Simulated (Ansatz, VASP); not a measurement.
CoO in VASP and in Ansatz

Contents of INCAR:

```
PREC     = Accurate       # precision mode
ENCUT    = 600            # plane-wave cutoff, eV
EDIFF    = 1E-6           # SCF threshold, eV
ISMEAR   = 0              # smearing method
SIGMA    = 0.05           # smearing width, eV
LREAL    = False          # projectors in reciprocal space
LASPH    = True           # aspherical terms in the spheres
NELM     = 200            # most SCF steps
ALGO     = Normal         # electronic algorithm
ISIF     = 2              # what is computed and relaxed
LWAVE    = False          # write WAVECAR
LCHARG   = False          # write CHGCAR
ISPIN    = 2              # spin polarisation
MAGMOM   = 2.8 0.31       # initial moments
LORBIT   = 11             # projections on sites
LMAXMIX  = 4              # l up to which the mixer works
LDAU     = True           # DFT+U
LDAUTYPE = 2            
LDAUL    = 2 -1           # shell
LDAUU    = 3.3 0          # U, eV
LDAUJ    = 0 0          
LDAUPRINT= 1            
NBANDS   = 22             # bands
GGA_COMPAT= False
```

Contents of KPOINTS:

```
regular mesh
0
Gamma
  10 10 10
```

File POSCAR:

```
CoO
1.0
    0.0000000000      2.0874238993      2.0874238993
    2.0874238993      0.0000000000      2.0874238993
    2.0874238993      2.0874238993      0.0000000000
Co O
1 1
Direct
    0.0000000000      0.0000000000      0.0000000000
    0.5000000000      0.5000000000      0.5000000000
```

Input for Ansatz:

```yaml
crystal:
  lattice:
    - [0.0, 2.0874238993, 2.0874238993]
    - [2.0874238993, 0.0, 2.0874238993]
    - [2.0874238993, 2.0874238993, 0.0]
  atoms:
    - { symbol: Co, position: [0.0, 0.0, 0.0], spin: 2.83 }
    - { symbol: O, position: [0.5, 0.5, 0.5] }
basis:
  ecutwfc: 420
  ecutrho_ratio: 4
kpoints:
  mp_grid: { grid: [10, 10, 10] }
hamiltonian:
  xc: lda
  hubbard:
    sites:
      - { species: Co, l: d, u_eff: 3.3, starting_ns: start.occupation_matrices }
    ns_hold: { iters: 6 }
scf:
  occupations: { method: gaussian, width: 0.05 }
  lower_state_search: "off"
output:
  forces: true
  stress: true
  eigenvalues: true
  populations: true
  hubbard: { sites: [{ species: Co, l: d }] }
magnetization:
  spin_polarized: true
```

Alike in both runs: task single point; functional LDA; k mesh 10 × 10 × 10; occupations gaussian, width 0.05 eV; collinear spin; Hubbard terms Co d U = 3.3 eV.

|  | VASP | Ansatz |
| --- | --- | --- |
| version | VASP 6.6.1 | Ansatz 0.2.0 |
| potentials or method | VASP PAW LDA potentials, release 64 (Co_sv, O), cutoff 600 eV | scalar-relativistic, plane waves, PAW |
| valence electrons in the cell | 23 | 23 |

```csv
,VASP,Ansatz,Ansatz less VASP
pressure (GPa),-8.0,3.5,+11.54
net moment per atom (μB),1.50,1.50,0.000
size of the moment on the site where the two differ most (μB),2.65,2.55,-0.100
```

LDA's correlation is that of Perdew and Zunger in VASP and of Perdew and Wang (1992) in Ansatz. Site moments also hang on the region over which each program counts them. The programs project onto different local orbitals, so the same U acts differently, and such runs can settle in different states. Ansatz's warnings: symmetry narrowed by occupation matrices.
